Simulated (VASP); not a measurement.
A run of VASP 6.6.1:

The input INCAR:

```
SYSTEM = Bi
  PREC = Accurate
  ENCUT = 520
  EDIFF = 1E-7
  ISMEAR = 0
  SIGMA = 0.15
  LREAL = .False.
  LASPH = .True.
  NELM = 80
  ALGO = Fast
  ISIF = 2
  LWAVE = .False.
  LCHARG = .False.
  GGA = PE
  IVDW = 12
  NBANDS = 14
```

KPOINTS

```
Automatic mesh
0
Gamma
  16 16 16
  0 0 0
```

File POSCAR:

```
Bi
1.0
   -1.9251782833      1.9251782833      2.0280504053
    1.9251782833     -1.9251782833      2.0280504053
    1.9251782833      1.9251782833     -2.0280504053
Bi
1
Direct
    0.0000000000      0.0000000000      0.0000000000
```

Potentials or basis: VASP PAW PBE potentials, release 64 (Bi_d).

The run is started by

```console
$ cat potpaw_PBE.64/Bi_d/POTCAR > POTCAR
$ mpirun -np 1 vasp_std > vasp.out
```

Hardware: 1 thread of Intel Xeon 6975P-C, on a shared host.

Question: How long does it take, and how much memory?

Answer: Run time: 2.2 min on 1 thread of Intel Xeon 6975P-C, with other jobs on the host, peak memory 0.26 GiB. Counts: scf iterations 13, k points 349.
